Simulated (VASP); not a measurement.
Write the native input for VASP 6.6.1 that does the following.

```yaml
Task: single point
Functional: BLYP
Potentials_or_basis: VASP PAW PBE potentials, release 64 (As)
Cutoff: 520 eV
k_mesh: 10 × 10 × 7
Occupations: fermi-dirac, width 0.1 eV
Spin: no spin polarisation
Dipole_correction: no
Further_INCAR_settings: ALGO = Normal; EDIFF = 1e-06; NBANDS = 18
```

The structure of As lies in POSCAR:

```
As
1.0
    1.9413237058     -9.2944794263      0.0000000000
    1.9413237058      9.2944794263      0.0000000000
    0.0000000000      0.0000000000      5.3244442886
As
4
Direct
    0.0670660088      0.9329339912      0.9169923254
    0.5670660088      0.4329339912      0.5830076746
    0.9329339912      0.0670660088      0.0830076746
    0.4329339912      0.5670660088      0.4169923254
```

One way to write it, as run:

INCAR

```
SYSTEM = As
AGGAC = 1.0 ; AGGAX = 1.0
ALDAC = 0.0 ; ALDAX = 1.0
ALGO = Normal ; EDIFF = 1E-6
ENCUT = 520 ; GGA = B5
ISIF = 2 ; ISMEAR = -1
LASPH = .TRUE. ; LCHARG = .FALSE.
LREAL = .FALSE. ; LWAVE = .FALSE.
NBANDS = 18 ; NELM = 100
PREC = Accurate ; SIGMA = 0.1
```

KPOINTS

```
k-points
0
G
  10 10 7
  0 0 0
```

Potentials or basis: VASP PAW PBE potentials, release 64 (As).

Launch:

```sh
$ cat potpaw_PBE.64/As/POTCAR > POTCAR
$ mpirun -np 1 vasp_std > vasp.out
```

It gave:

```
Pressure               : -2.5 GPa
Largest force          : 0.652 eV/Å
Band gap on the k mesh : 1.08 eV
```

Caveat: the PAW data sets were made with another functional, which shifts forces and pressure a little.

Run time: 7.4 min on 1 thread of Intel(R) Xeon(R) Platinum 8488C (Sapphire Rapids), on a shared host, peak memory 0.68 GiB.
